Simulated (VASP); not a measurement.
# AgRh (P-6m2) in VASP: further runs

Aim: see how the results for AgRh move with the level of theory and the settings. Levels: revPBE, BLYP. Tasks: single point.

All numbers are computed with VASP 6.6.1; they aren't measurements. Logs are shortened: lines on timing, memory, paths and dates and some standing lists are left out, and cuts for length are marked.

## (1) The cell of the first run

It takes space group P-6m2 (No. 187, hexagonal). Conventional cell: a = 2.778 Å, b = 2.778 Å, c = 4.809 Å, α = 90.00°, β = 90.00°, γ = 120.00°. Ag (site symmetry -6m2) has 6 Ag at 2.78 Å and 6 Rh at 2.89 Å within 3.7 Å. Within 3.7 Å of Rh (site symmetry -6m2) lie 6 Rh at 2.78 Å and 6 Ag at 2.89 Å.

## (2) Single point, revPBE

INCAR reads:

```
ALGO = Normal
EDIFF = 1E-6
ENCUT = 500
GGA = RE
GGA_COMPAT = False
ISIF = 2
ISMEAR = -1
LASPH = True
LCHARG = False
LREAL = False
LWAVE = False
NBANDS = 20
NELM = 120
PREC = Accurate
SIGMA = 0.1
```

KPOINTS reads:

```
k-points
0
Gamma
  9 9 5
```

POSCAR reads:

```
AgRh
1.0
    2.7775882000      0.0000000000      0.0000000000
   -1.3887941000      2.4054619400      0.0000000000
    0.0000000000      0.0000000000      4.8086020000
Ag Rh
1 1
Direct
    0.0000000000      0.0000000000      0.5000000000
    0.6666666667      0.3333333333      0.0000000000
```

Potentials or basis: VASP PAW PBE potentials, release 64 (Ag, Rh_pv).

Launch:

```console
$ cat potpaw_PBE.64/Ag/POTCAR potpaw_PBE.64/Rh_pv/POTCAR > POTCAR
$ mpirun -np 1 vasp_std > vasp.out
```

OUTCAR:

```text
EDIFF = 1E-6
   ENCUT = 500
   GGA = RE
   ISIF = 2
   ISMEAR = -1
   LASPH = True
   LREAL = False
   NELM = 120
   PREC = Accurate

 ion  position               nearest neighbor table
   1  0.000  0.000  0.500-   2 2.89   2 2.89   2 2.89   2 2.89   2 2.89   2 2.89
   2  0.667  0.333  0.000-   1 2.89   1 2.89   1 2.89   1 2.89   1 2.89   1 2.89

  LATTYP: Found a hexagonal cell.
 ALAT       =     2.7775882000
 C/A-ratio  =     1.7312148720

  Lattice vectors:

 A1 = (   2.7775882000,   0.0000000000,   0.0000000000)
 A2 = (  -1.3887941000,   2.4054619400,   0.0000000000)
 A3 = (   0.0000000000,   0.0000000000,   4.8086020000)

Analysis of symmetry for initial positions (statically):
=====================================================================
 Subroutine PRICEL returns:
 Original cell was already a primitive cell.

 Routine SETGRP: Setting up the symmetry group for a
 hexagonal supercell.

 Subroutine GETGRP returns: Found 12 space group operations
 (whereof 12 operations were pure point group operations)
 out of a pool of 24 trial point group operations.

The static configuration has the point symmetry D_3h.

Analysis of symmetry for dynamics (positions and initial velocities):
=====================================================================
 Subroutine PRICEL returns:
 Original cell was already a primitive cell.

 Routine SETGRP: Setting up the symmetry group for a
 hexagonal supercell.

 Subroutine GETGRP returns: Found 12 space group operations
 (whereof 12 operations were pure point group operations)
 out of a pool of 24 trial point group operations.

The dynamic configuration has the point symmetry D_3h.

 Subroutine INISYM returns: Found 12 space group operations
 (whereof 12 operations are pure point group operations),
 and found     1 'primitive' translations

----------------------------------------------------------------------------------------

                                     Primitive cell

  volume of cell :      32.1281

  direct lattice vectors                    reciprocal lattice vectors
     2.777588200  0.000000000  0.000000000     0.360024571  0.207860283  0.000000000
    -1.388794100  2.405461940  0.000000000     0.000000000  0.415720566  0.000000000
     0.000000000  0.000000000  4.808602000     0.000000000  0.000000000  0.207960651
[... 77 lines left out ...]
   ICHARG =      2    charge: 1-file 2-atom 10-const
   ISPIN  =      1    spin polarized calculation?
   LNONCOLLINEAR =      F non collinear calculations
   LSORBIT =      F    spin-orbit coupling
   LASPH  =      T    aspherical Exc in radial PAW
   ENCUT  =  500.0 eV  36.75 Ry    6.06 a.u.   5.06  5.06  8.77*2*pi/ulx,y,z
   NELM   =    120;   NELMIN=  2; NELMDL= -5     # of ELM steps
   EDIFF  = 0.1E-05   stopping-criterion for ELM
   LREAL  =      F    real-space projection
   EDIFFG = 0.1E-04   stopping-criterion for IOM
   NSW    =      0    number of steps for IOM
   IBRION =     -1    ionic relax: 0-MD 1-quasi-New 2-CG
   NFREE  =      0    steps in history (QN), initial steepest desc. (CG)
   ISIF   =      2    stress and relaxation
   ISYM   =      2    0-nonsym 1-usesym 2-fastsym
   POTIM  = 0.5000    time-step for ionic-motion
   TEBEG  =    0.0;   TEEND  =   0.0 temperature during run
   PSTRESS=    0.0 pullay stress
   NELECT =      26.0000    total number of electrons
   NUPDOWN=      -1.0000    fix difference up-down
   EMIN   =  10.00;   EMAX   =-10.00  energy-range for DOS
   EFERMI =   0.00;   METHOD = LEGACY
   ISMEAR =    -1;   SIGMA  =   0.10  broadening in eV -4-tet -1-fermi 0-gaus
   EFERMI_NEDOS =   21; number of points for ismear=-14 and -15
   IALGO  =     38    algorithm
   IMIX   =      4    mixing-type and parameters
     AMIX     =   0.40;   BMIX     =  1.00
     AMIX_MAG =   1.60;   BMIX_MAG =  1.00
  volume/ion in A,a.u.               =      16.06       108.41
  Fermi-wavevector in a.u.,A,eV,Ry     =   1.525589  2.882945 31.666497  2.327422
  Thomas-Fermi vector in A             =   2.633739
   LORBIT       =      0    0 simple, 1 ext, 2 COOP (PROOUT), +10 PAW based schemes
   GGA     = RE    functional components
   LHFCALC =     F    Hartree Fock is set to
   AEXX    =    0.0000 exact exchange contribution
   IVDW    =     0    specifies the selected vdW correction
   LEPSILON=     F    determine dielectric tensor
   LRPA    =     F    only Hartree local field effects (RPA)
 non-spin polarized calculation
  energy-cutoff  :      500.00
  volume of cell :       32.13
 maximum number of plane-waves:       829
   NGX = 11   NGY = 11   NGZ = 17

 number of electron      25.9999993 magnetization

 Free energy of the ion-electron system (eV)
  ---------------------------------------------------
  ext. energy  EPLUGINS =         0.00000000
  ---------------------------------------------------
  free energy    TOTEN  =        -8.55884023 eV

  energy without entropy =       -8.45956087  energy(sigma->0) =       -8.50920055

 E-fermi :   8.9615     XC(G=0): -12.7040

 val. band max:        8.9496377308   @ k =   0.2222   0.0000   0.0000
 cond. band min:       8.9916295601   @ k =   0.1111   0.0000   0.2000
 fundamental gap:      0.0419918293
 Fermi energy:         8.9615293592

 k-point     1 :       0.0000    0.0000    0.0000
  band No.  band energies     occupation
      1     -36.7813      2.00000
      2     -36.7813      2.00000
      3     -36.6836      2.00000
      4       1.7909      2.00000
      5       3.1966      2.00000
      6       4.6522      2.00000
[... 541 lines left out ...]
     19      19.2739      0.00000
     20      23.9559      0.00000

 [... further k-points ...]

------------------------ aborting loop because EDIFF is reached ----------------------------------------

  FORCE on cell =-STRESS in cart. coord.  units (eV):
  Direction    XX          YY          ZZ          XY          YZ          ZX
  --------------------------------------------------------------------------------------
  -------------------------------------------------------------------------------------
  Total        0.2500618      0.2500618      0.1083131      0.0000000      0.0000000      0.0000000
  in kB       12.4701785     12.4701785      5.4014028      0.0000000      0.0000000      0.0000000
  external PRESSURE =      10.1139199 kB  Pullay stress =       0.0000000 kB

 VOLUME and BASIS-vectors are now :
 -----------------------------------------------------------------------------
  energy-cutoff  :      500.00
  volume of cell :       32.13
      direct lattice vectors                 reciprocal lattice vectors
     2.777588200  0.000000000  0.000000000     0.360024571  0.207860283  0.000000000
    -1.388794100  2.405461940  0.000000000     0.000000000  0.415720566  0.000000000
     0.000000000  0.000000000  4.808602000     0.000000000  0.000000000  0.207960651

 POSITION                                       TOTAL-FORCE (eV/Angst)
 -----------------------------------------------------------------------------------
      0.00000      0.00000      2.40430        -0.000000      0.000000      0.000000
      1.38879      0.80182      0.00000         0.000000     -0.000000      0.000000
 -----------------------------------------------------------------------------------
    total drift:                               -0.000000      0.000000      0.000000

  FREE ENERGIE OF THE ION-ELECTRON SYSTEM (eV)
  ---------------------------------------------------
  free  energy   TOTEN  =        -8.5588402284 eV

  energy  without entropy=       -8.4595608667  energy(sigma->0) =       -8.50920055
```

OSZICAR:

```text
N       E                     dE             d eps       ncg     rms          rms(c)
DAV:   1     0.214900367715E+03    0.21490E+03   -0.15544E+04  1440   0.136E+03
DAV:   2    -0.515875700539E+01   -0.22006E+03   -0.21413E+03  1492   0.370E+02
DAV:   3    -0.920798149337E+01   -0.40492E+01   -0.40316E+01  1640   0.570E+01
DAV:   4    -0.923062045490E+01   -0.22639E-01   -0.22637E-01  1556   0.422E+00
DAV:   5    -0.923095364716E+01   -0.33319E-03   -0.33319E-03  1656   0.542E-01    0.898E+00
DAV:   6    -0.863129871107E+01    0.59965E+00   -0.25083E+00  1520   0.190E+01    0.637E+00
DAV:   7    -0.859176963703E+01    0.39529E-01   -0.76999E-01  1532   0.841E+00    0.283E+00
DAV:   8    -0.856321030081E+01    0.28559E-01   -0.20765E-01  1500   0.468E+00    0.183E+00
DAV:   9    -0.855891937045E+01    0.42909E-02   -0.15242E-02  1612   0.122E+00    0.119E-01
DAV:  10    -0.855884337932E+01    0.75991E-04   -0.79090E-04  1560   0.190E-01    0.514E-02
DAV:  11    -0.855883897063E+01    0.44087E-05   -0.60281E-05  1636   0.747E-02    0.159E-02
DAV:  12    -0.855884043178E+01   -0.14612E-05   -0.61744E-06  1632   0.191E-02    0.398E-03
DAV:  13    -0.855884022840E+01    0.20338E-06   -0.51071E-07   820   0.709E-03
   1 F= -.85588402E+01 E0= -.85092005E+01  d E =-.992794E-01
```

It took 30 s on 1 thread of Intel Xeon 8259CL, shared host; peak memory 0.15 GiB.

What came out:

| Item | Value |
| --- | --- |
| Free energy | -8.5588 eV |
| Pressure | 1.0 GPa |
| Band gap on the k mesh | zero (band 13 reaches 9.86 eV, above the bottom of band 14 at 8.77 eV) |

Stress tensor (GPa, compression positive):
```
1.25 0.00 0.00
0.00 1.25 0.00
0.00 0.00 0.54
```

Levels at points of the mesh, in eV from the Fermi level:
| k point | band 11 | band 12 | band 13 | band 14 | band 15 | band 16 |
| --- | --- | --- | --- | --- | --- | --- |
| (0.00, 0.00, 0.00) | -1.88 | -1.88 | 0.08 | 0.08 | 0.16 | 5.32 |

Caveat: the PAW data sets were made with another functional, which shifts forces and pressure a little.

## (3) Single point, BLYP

INCAR reads:

```
  PREC = Accurate
  ENCUT = 500
  EDIFF = 1E-6
  ISMEAR = -1
  SIGMA = 0.1
  LREAL = False
  LASPH = True
  NELM = 120
  ALGO = Normal
  ISIF = 2
  LWAVE = False
  LCHARG = False
  GGA = B5
  ALDAX = 1.0
  AGGAX = 1.0
  AGGAC = 1.0
  ALDAC = 0.0
  NBANDS = 20
  GGA_COMPAT = False
```

KPOINTS reads:

```
Automatic mesh
0
Gamma
  9 9 5
```

POSCAR is that of step 2.

Potentials or basis: VASP PAW PBE potentials, release 64 (Ag, Rh_pv).

Launch:

```console
$ cat potpaw_PBE.64/Ag/POTCAR potpaw_PBE.64/Rh_pv/POTCAR > POTCAR
$ mpirun -np 1 vasp_std > vasp.out
```

OUTCAR:

```text
PREC = Accurate
   ENCUT = 500
   EDIFF = 1E-6
   ISMEAR = -1
   LREAL = False
   LASPH = True
   NELM = 120
   ISIF = 2
   GGA = B5

 ion  position               nearest neighbor table
   1  0.000  0.000  0.500-   2 2.89   2 2.89   2 2.89   2 2.89   2 2.89   2 2.89
   2  0.667  0.333  0.000-   1 2.89   1 2.89   1 2.89   1 2.89   1 2.89   1 2.89

  LATTYP: Found a hexagonal cell.
 ALAT       =     2.7775882000
 C/A-ratio  =     1.7312148720

  Lattice vectors:

 A1 = (   2.7775882000,   0.0000000000,   0.0000000000)
 A2 = (  -1.3887941000,   2.4054619400,   0.0000000000)
 A3 = (   0.0000000000,   0.0000000000,   4.8086020000)

Analysis of symmetry for initial positions (statically):
=====================================================================
 Subroutine PRICEL returns:
 Original cell was already a primitive cell.

 Routine SETGRP: Setting up the symmetry group for a
 hexagonal supercell.

 Subroutine GETGRP returns: Found 12 space group operations
[... 151 lines left out ...]
 maximum number of plane-waves:       829
   NGX = 11   NGY = 11   NGZ = 17

 number of electron      25.9999993 magnetization

 Free energy of the ion-electron system (eV)
  ---------------------------------------------------
  ext. energy  EPLUGINS =         0.00000000
  ---------------------------------------------------
  free energy    TOTEN  =        -7.78776729 eV

  energy without entropy =       -7.68994913  energy(sigma->0) =       -7.73885821

 E-fermi :   9.4051     XC(G=0): -12.1809

 val. band max:        9.3852632189   @ k =   0.2222   0.0000   0.0000
 cond. band min:       9.4279205480   @ k =   0.1111   0.0000   0.2000
 fundamental gap:      0.0426573292
 Fermi energy:         9.4051292303

 k-point     1 :       0.0000    0.0000    0.0000
  band No.  band energies     occupation
      1     -36.1510      2.00000
      2     -36.1510      2.00000
      3     -36.0493      2.00000
      4       2.3105      2.00000
      5       3.6125      2.00000
      6       5.0068      2.00000
[... 541 lines left out ...]
     19      19.8649      0.00000
     20      24.4294      0.00000

 [... further k-points ...]
[... 5 lines left out ...]
  --------------------------------------------------------------------------------------
  -------------------------------------------------------------------------------------
  Total        1.5432332      1.5432332      1.4412009      0.0000000      0.0000000      0.0000000
  in kB       76.9585642     76.9585640     71.8703795      0.0000000      0.0000000      0.0000000
  external PRESSURE =      75.2625026 kB  Pullay stress =       0.0000000 kB

 VOLUME and BASIS-vectors are now :
 -----------------------------------------------------------------------------
  energy-cutoff  :      500.00
  volume of cell :       32.13
      direct lattice vectors                 reciprocal lattice vectors
     2.777588200  0.000000000  0.000000000     0.360024571  0.207860283  0.000000000
    -1.388794100  2.405461940  0.000000000     0.000000000  0.415720566  0.000000000
     0.000000000  0.000000000  4.808602000     0.000000000  0.000000000  0.207960651

 POSITION                                       TOTAL-FORCE (eV/Angst)
 -----------------------------------------------------------------------------------
      0.00000      0.00000      2.40430         0.000000      0.000000      0.000000
      1.38879      0.80182      0.00000        -0.000000      0.000000      0.000000
 -----------------------------------------------------------------------------------
    total drift:                               -0.000000      0.000000      0.000000

  FREE ENERGIE OF THE ION-ELECTRON SYSTEM (eV)
  ---------------------------------------------------
  free  energy   TOTEN  =        -7.7877672893 eV

  energy  without entropy=       -7.6899491315  energy(sigma->0) =       -7.73885821
```

OSZICAR:

```text
N       E                     dE             d eps       ncg     rms          rms(c)
DAV:   1     0.216511469983E+03    0.21651E+03   -0.15552E+04  1440   0.137E+03
DAV:   2    -0.441804107591E+01   -0.22093E+03   -0.21493E+03  1492   0.370E+02
DAV:   3    -0.848657200815E+01   -0.40685E+01   -0.40508E+01  1644   0.572E+01
DAV:   4    -0.850967737286E+01   -0.23105E-01   -0.23103E-01  1564   0.425E+00
DAV:   5    -0.851002856821E+01   -0.35120E-03   -0.35119E-03  1644   0.558E-01    0.892E+00
DAV:   6    -0.786996134292E+01    0.64007E+00   -0.28313E+00  1524   0.201E+01    0.604E+00
DAV:   7    -0.782087189519E+01    0.49089E-01   -0.82619E-01  1528   0.869E+00    0.257E+00
DAV:   8    -0.779197095102E+01    0.28901E-01   -0.18336E-01  1496   0.436E+00    0.167E+00
DAV:   9    -0.778787054683E+01    0.41004E-02   -0.12616E-02  1644   0.108E+00    0.128E-01
DAV:  10    -0.778777283373E+01    0.97713E-04   -0.69667E-04  1600   0.170E-01    0.500E-02
DAV:  11    -0.778776660009E+01    0.62336E-05   -0.52634E-05  1612   0.669E-02    0.164E-02
DAV:  12    -0.778776728926E+01   -0.68917E-06   -0.65769E-06  1624   0.206E-02
   1 F= -.77877673E+01 E0= -.77388582E+01  d E =-.978182E-01
```

stdout:

```text
POSCAR found type information on POSCAR AgRh
 POSCAR found :  2 types and       2 ions
 scaLAPACK will be used
 -----------------------------------------------------------------------------
|                                                                             |
|                                                                             |
|     You enforced a specific xc type in the INCAR file but a different       |
|     I HOPE YOU KNOW WHAT YOU ARE DOING!                                     |
|                                                                             |
 -----------------------------------------------------------------------------

 LDA part: xc-table for (Slater(with rela. corr.)+VWN5), standard interpolation
 POSCAR, INCAR and KPOINTS ok, starting setup
 FFT: planning ... GRIDC
 FFT: planning ... GRID_SOFT
 FFT: planning ... GRID
 WAVECAR not read
 entering main loop
```

Wall time 41 s (1 thread of Intel Xeon 8259CL, shared host); peak memory 0.16 GiB.

Results:

* Free energy: -7.7878 eV
* Pressure: 7.5 GPa
* Band gap on the k mesh: zero (band 13 reaches 10.30 eV, above the bottom of band 14 at 9.21 eV)

Caveat: the PAW data sets were made with another functional, which shifts forces and pressure a little.
